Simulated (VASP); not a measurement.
# ZnS (Cm) in VASP: notebook, part 2 of 2

VASP 6.6.1.

## 4. Single point, r2SCAN (atom 1 (Zn) moved by (-0.450, -0.225) A along [1 1 0] and z)

Input file POSCAR:

```
ZnS
1.0
    0.0000000000      2.7046500000      2.7046500000
    2.7046500000      0.0000000000      2.7046500000
    2.7046500000      2.7046500000      0.0000000000
Zn S
1 1
Direct
   -0.0415950308     -0.0415950308     -0.0760534825
    0.7500000000      0.7500000000      0.7500000000
```

Input file INCAR.step1:

```
PREC = Accurate
ENCUT = 520
ISMEAR = 0
SIGMA = 0.05
LREAL = F
LASPH = T
NELM = 60
NBANDS = 16
GGA = PE
ALGO = Normal
EDIFF = 1E-4
LWAVE = T
LCHARG = F
```

Input file INCAR.step2:

```
PREC = Accurate
ENCUT = 520
EDIFF = 1E-7
ISMEAR = 0
SIGMA = 0.05
LREAL = F
LASPH = T
NELM = 60
ALGO = Normal
ISIF = 2
LWAVE = F
LCHARG = T
METAGGA = R2SCAN
LMIXTAU = T
LELF = T
LVHAR = T
NBANDS = 16
ISTART = 1
```

Input file KPOINTS:

```
regular mesh
0
Gamma
  8 8 8
```

Potentials or basis: VASP PAW PBE potentials, release 64 (Zn, S).

Run with:

```sh
cat potpaw_PBE.64/Zn/POTCAR potpaw_PBE.64/S/POTCAR > POTCAR
cp INCAR.step1 INCAR
mpirun -np 1 vasp_std > vasp.out
cp INCAR.step2 INCAR
mpirun -np 1 vasp_std > vasp.out
```

OUTCAR:

```text
PREC = Accurate
   ENCUT = 520
   EDIFF = 1E-7
   ISMEAR = 0
   LREAL = F
   LASPH = T
   NELM = 60
   ISIF = 2
   METAGGA = R2SCAN
   ISTART = 1

 ion  position               nearest neighbor table
   1  0.958  0.958  0.924-   2 1.85   2 2.52   2 2.52   2 2.62
   2  0.750  0.750  0.750-   1 1.85   1 2.52   1 2.52   1 2.62

  LATTYP: Found a face centered cubic cell.
 ALAT       =     5.4093000000

  Lattice vectors:

 A1 = (   0.0000000000,   2.7046500000,   2.7046500000)
 A2 = (   2.7046500000,   0.0000000000,   2.7046500000)
 A3 = (   2.7046500000,   2.7046500000,   0.0000000000)

Analysis of symmetry for initial positions (statically):
=====================================================================
 Subroutine PRICEL returns:
 Original cell was already a primitive cell.

 Routine SETGRP: Setting up the symmetry group for a
 face centered cubic supercell.

 Subroutine GETGRP returns: Found  2 space group operations
 (whereof  2 operations were pure point group operations)
 out of a pool of 48 trial point group operations.

The static configuration has the point symmetry C_1h.

Analysis of symmetry for dynamics (positions and initial velocities):
=====================================================================
 Subroutine PRICEL returns:
 Original cell was already a primitive cell.

 Routine SETGRP: Setting up the symmetry group for a
 face centered cubic supercell.

 Subroutine GETGRP returns: Found  2 space group operations
 (whereof  2 operations were pure point group operations)
 out of a pool of 48 trial point group operations.

The dynamic configuration has the point symmetry C_1h.

 Subroutine INISYM returns: Found  2 space group operations
 (whereof  2 operations are pure point group operations),
 and found     1 'primitive' translations

----------------------------------------------------------------------------------------
[... 105 lines left out ...]
   NUPDOWN=      -1.0000    fix difference up-down
   EMIN   =  10.00;   EMAX   =-10.00  energy-range for DOS
   EFERMI =   0.00;   METHOD = LEGACY
   ISMEAR =     0;   SIGMA  =   0.05  broadening in eV -4-tet -1-fermi 0-gaus
   EFERMI_NEDOS =   21; number of points for ismear=-14 and -15
   IALGO  =     38    algorithm
   IMIX   =      4    mixing-type and parameters
     AMIX     =   0.40;   BMIX     =  1.00
     AMIX_MAG =   1.60;   BMIX_MAG =  1.00
  volume/ion in A,a.u.               =      19.78       133.51
  Fermi-wavevector in a.u.,A,eV,Ry     =   1.259055  2.379268 21.568210  1.585219
  Thomas-Fermi vector in A             =   2.392634
   LORBIT       =      0    0 simple, 1 ext, 2 COOP (PROOUT), +10 PAW based schemes
   METAGGA = R2SCAN    functional components
   LHFCALC =     F    Hartree Fock is set to
   AEXX    =    0.0000 exact exchange contribution
   IVDW    =     0    specifies the selected vdW correction
   LEPSILON=     F    determine dielectric tensor
   LRPA    =     F    only Hartree local field effects (RPA)
 non-spin polarized calculation
 Gauss-broadening in eV      SIGMA  =   0.05
  energy-cutoff  :      520.00
  volume of cell :       39.57
 maximum number of plane-waves:      1090
   NGX = 15   NGY = 15   NGZ = 15

 number of electron      18.0000002 magnetization

 Free energy of the ion-electron system (eV)
  ---------------------------------------------------
  ext. energy  EPLUGINS =         0.00000000
  ---------------------------------------------------
  free energy    TOTEN  =       -17.26372161 eV

  energy without entropy =      -17.26372161  energy(sigma->0) =      -17.26372161

 E-fermi :   2.2921     XC(G=0): -10.2257

 val. band max:        2.0486819743   @ k =   0.0000   0.0000   0.0000
 cond. band min:       4.5189847149   @ k =   0.0000   0.0000   0.0000
 fundamental gap:      2.4703027407
 Fermi energy:         2.2921432541

 k-point     1 :       0.0000    0.0000    0.0000
  band No.  band energies     occupation
      1     -12.2747      2.00000
      2      -5.7492      2.00000
      3      -5.3593      2.00000
      4      -5.2744      2.00000
      5      -4.7544      2.00000
      6      -4.7390      2.00000
[... 433 lines left out ...]
      3      -5.3536      2.00000
      4      -5.0997      2.00000
      5      -4.7244      2.00000
      6      -4.6867      2.00000
[... 8 lines left out ...]
     15      14.9885      0.00000
     16      15.3938      0.00000

 [... further k-points ...]
[... 5 lines left out ...]
  --------------------------------------------------------------------------------------
  -------------------------------------------------------------------------------------
  Total        3.6056090      3.6056090      4.5033290      4.7666668      5.0736608      5.0736152
  in kB      145.9909729    145.9909729    182.3396213    193.0021569    205.4323323    205.4304887
  external PRESSURE =     158.1071890 kB  Pullay stress =       0.0000000 kB

 VOLUME and BASIS-vectors are now :
 -----------------------------------------------------------------------------
  energy-cutoff  :      520.00
  volume of cell :       39.57
      direct lattice vectors                 reciprocal lattice vectors
     0.000000000  2.704650000  2.704650000    -0.184866803  0.184866803  0.184866803
     2.704650000  0.000000000  2.704650000     0.184866803 -0.184866803  0.184866803
     2.704650000  2.704650000  0.000000000     0.184866803  0.184866803 -0.184866803

 POSITION                                       TOTAL-FORCE (eV/Angst)
 -----------------------------------------------------------------------------------
      5.09110      5.09110      5.18430         5.252492      5.252492      5.591946
      4.05697      4.05697      4.05697        -5.252492     -5.252492     -5.591946
 -----------------------------------------------------------------------------------
    total drift:                                0.002954      0.002954     -0.006270

  FREE ENERGIE OF THE ION-ELECTRON SYSTEM (eV)
  ---------------------------------------------------
  free  energy   TOTEN  =       -17.2637216115 eV

  energy  without entropy=      -17.2637216115  energy(sigma->0) =      -17.26372161
```

OUTCAR.step1:

```text
PREC = Accurate
   ENCUT = 520
   ISMEAR = 0
   LREAL = F
   LASPH = T
[... 676 lines left out ...]
 -----------------------------------------------------------------------------------
      5.09110      5.09110      5.18430         5.209481      5.209481      5.543701
      4.05697      4.05697      4.05697        -5.209481     -5.209481     -5.543701
 -----------------------------------------------------------------------------------
    total drift:                                0.001601      0.001601      0.001128

  FREE ENERGIE OF THE ION-ELECTRON SYSTEM (eV)
  ---------------------------------------------------
  free  energy   TOTEN  =        -5.2576448172 eV

  energy  without entropy=       -5.2576448172  energy(sigma->0) =       -5.25764482
```

OSZICAR.step1:

```text
N       E                     dE             d eps       ncg     rms          rms(c)
DAV:   1     0.855892751382E+02    0.85589E+02   -0.78255E+03  4800   0.130E+03
DAV:   2    -0.599277903050E+00   -0.86189E+02   -0.80825E+02  5568   0.253E+02
DAV:   3    -0.588878986210E+01   -0.52895E+01   -0.52716E+01  5856   0.613E+01
DAV:   4    -0.594357799111E+01   -0.54788E-01   -0.54777E-01  6104   0.654E+00
DAV:   5    -0.594424573437E+01   -0.66774E-03   -0.66773E-03  6000   0.687E-01    0.103E+01
DAV:   6    -0.529722174350E+01    0.64702E+00   -0.11262E+00  7152   0.387E+01    0.728E+00
DAV:   7    -0.526144370246E+01    0.35778E-01   -0.48477E-01  6240   0.635E+00    0.354E+00
DAV:   8    -0.525781771521E+01    0.36260E-02   -0.13037E-02  5656   0.167E+00    0.121E+00
DAV:   9    -0.525748757222E+01    0.33014E-03   -0.29486E-03  6160   0.441E-01    0.154E-01
DAV:  10    -0.525759228459E+01   -0.10471E-03   -0.17474E-04  5936   0.104E-01    0.554E-02
DAV:  11    -0.525764481719E+01   -0.52533E-04   -0.43748E-05  4672   0.558E-02
   1 F= -.52576448E+01 E0= -.52576448E+01  d E =-.293358E-17
```

Run time: 8.3 min. Hardware: 1 thread of Intel Xeon 8259CL, shared host; peak memory 0.23 GiB.

Results:

```yaml
Free_energy: -17.2637 eV
Pressure: 15.8 GPa
Largest_force: 9.298 eV/Å
Band_gap_on_the_k_mesh: 2.47 eV
```

Forces in eV/Å, atoms in the order of the input:
```
Zn   5.252  5.252  5.592
S   -5.252 -5.252 -5.592
```

Stress tensor (GPa, compression positive):
```
14.60 19.30 20.54
19.30 14.60 20.54
20.54 20.54 18.23
```

Caveat: the cell differs from its parent crystal (atom 1 (Zn) moved by (-0.450, -0.225) A along [1 1 0] and z); the cell stands under pressure; the PAW data sets were made with another functional, which shifts forces and pressure a little. A k mesh can miss the band edges.

## 5. Single point, r2SCAN (atom 1 (Zn) moved by (-0.450, +0.225) A along [1 1 0] and z)

Changes to POSCAR since step 4:

```diff
@@ -8,3 +8,3 @@
 Direct
-   -0.0415950308     -0.0415950308     -0.0760534825
+    0.0415950308      0.0415950308     -0.1592435441
     0.7500000000      0.7500000000      0.7500000000
```

Input file INCAR.step1:

```
PREC = Accurate ; ENCUT = 520
ISMEAR = 0 ; SIGMA = 0.05
LREAL = False ; LASPH = True
NELM = 80 ; NBANDS = 16
GGA = PE ; ALGO = Normal
EDIFF = 1E-4 ; LWAVE = True
LCHARG = False
```

Input file INCAR.step2:

```
PREC = Accurate ; ENCUT = 520
EDIFF = 1E-7 ; ISMEAR = 0
SIGMA = 0.05 ; LREAL = False
LASPH = True ; NELM = 80
ALGO = Normal ; ISIF = 2
LWAVE = False ; LCHARG = True
METAGGA = R2SCAN ; LMIXTAU = True
LELF = True ; LVHAR = True
NBANDS = 16 ; ISTART = 1
```

Input file KPOINTS:

```
Automatic mesh
0
Gamma
  8 8 8
```

Run with:

```sh
cat potpaw_PBE.64/Zn/POTCAR potpaw_PBE.64/S/POTCAR > POTCAR
cp INCAR.step1 INCAR
mpirun -np 1 vasp_std > vasp.out
cp INCAR.step2 INCAR
mpirun -np 1 vasp_std > vasp.out
```

Run time: 9.5 min. Hardware: 1 thread of Intel Xeon 8259CL, shared host; peak memory 0.23 GiB.

It converged, with:

```
Free energy            : -18.5095 eV
Pressure               : 3.3 GPa
Largest force          : 1.252 eV/Å
Band gap on the k mesh : 2.75 eV
```

Forces in eV/Å, atoms in the order of the input:
```
Zn   0.852  0.852  0.339
S   -0.852 -0.852 -0.339
```

Stress tensor (GPa, compression positive):
```
2.46 0.65 3.56
0.65 2.46 3.56
3.56 3.56 4.89
```

Levels at points of the mesh, in eV from the valence-band top:
| k point | band 5 | band 6 | band 7 | band 8 | band 9 | band 10 | band 11 | band 12 | band 13 | band 14 |
| --- | --- | --- | --- | --- | --- | --- | --- | --- | --- | --- |
| (0.00, 0.00, 0.00) | -6.17 | -6.15 | -0.36 | -0.06 | 0.00 | 2.75 | 6.94 | 7.28 | 7.97 | 11.62 |
| (0.50, 0.00, 0.00) | -6.19 | -6.02 | -5.26 | -1.60 | -0.24 | 4.12 | 6.61 | 8.92 | 9.39 | 12.38 |
| (0.00, 0.00, 0.50) | -6.10 | -5.86 | -4.32 | -0.83 | -0.51 | 3.31 | 6.59 | 7.05 | 8.86 | 12.82 |
| (0.50, 0.50, 0.50) | -6.18 | -6.01 | -5.43 | -1.59 | -0.28 | 4.27 | 6.73 | 8.93 | 9.49 | 12.42 |
| (0.50, 0.50, 0.00) | -6.09 | -5.97 | -4.66 | -2.44 | -1.57 | 3.40 | 4.40 | 11.62 | 13.01 | 13.51 |
| (0.00, 0.50, 0.50) | -6.11 | -5.97 | -4.57 | -2.43 | -1.69 | 3.32 | 4.55 | 11.56 | 13.11 | 13.22 |

Caveat: the cell differs from its parent crystal (atom 1 (Zn) moved by (-0.450, +0.225) A along [1 1 0] and z); the cell stands under pressure; the PAW data sets were made with another functional, which shifts forces and pressure a little.

## 6. The runs side by side

```tsv
cell	gap on the mesh (eV)	pressure (GPa)	largest force (eV/Å)
as given, atomic positions A	2.42	30.8	16.54
as given, atomic positions B	2.75	4.5	1.25
as given, atomic positions C	2.47	15.8	9.30
as given, atomic positions D	2.75	3.3	1.25
```

Alike in all rows: task single point; level r2SCAN; potentials or basis VASP PAW PBE potentials, release 64 (Zn, S); no spin polarisation; k mesh 8 × 8 × 8; cutoff (eV) 520; smearing gaussian 0.05 eV.

Caveats: the PAW data sets were made with another functional, which shifts forces and pressure a little; the cell stands under pressure (at least some runs); the stress differs along the axes, from 25 to 34 GPa (at least some runs).

Absolute energies hang on the potentials; compare differences alone.
